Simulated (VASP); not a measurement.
Runs of VASP 6.6.1 on Sc. The structure is that of space group P6_3/mmc (No. 194), or close to it. The cells are those of the table. 

```tsv
task	cell	cutoff (eV)	gap on the mesh (eV)	pressure (GPa)
single point	a = 3.209, b = 3.209, c = 4.991 Å, angles 90.0, 90.0, 120.0°, 2 atoms	520	none	(a)
single point	a = 3.275, b = 3.275, c = 5.106 Å, angles 90.0, 90.0, 120.0°, 2 atoms	520	none	0.0
single point	a = 3.077, b = 3.077, c = 4.763 Å, angles 90.0, 90.0, 120.0°, 2 atoms	520	none	15.0
single point	a = 3.240, b = 3.240, c = 5.044 Å, angles 90.0, 90.0, 120.0°, 2 atoms	520	none	2.0
single point	a = 3.131, b = 3.131, c = 4.852 Å, angles 90.0, 90.0, 120.0°, 2 atoms	520	none	10.0
single point	a = 3.257, b = 3.257, c = 5.075 Å, angles 90.0, 90.0, 120.0°, 2 atoms	520	none	(b)
single point	a = 3.168, b = 3.168, c = 4.917 Å, angles 90.0, 90.0, 120.0°, 2 atoms	520	none	7.0
relaxation of cell and atoms	relaxed from a = 3.309, b = 3.309, c = 5.273 Å, angles 90.0, 90.0, 120.0°, 2 atoms	600	none	0.0
```

Alike in all rows: level PBEsol; potentials or basis VASP PAW PBE potentials, release 64 (Sc_sv); no spin polarisation; k mesh 16 × 16 × 10; smearing fermi-dirac 0.1 eV.

**Question.** Estimate the missing entries.

**Answer.** (a) 4.0; (b) 1.0.

Caveats: the PAW data sets were made with another functional, which shifts forces and pressure a little; the cell stands under pressure (at least some runs).

A gap of «none» marks levels without a gap at the run's occupations.
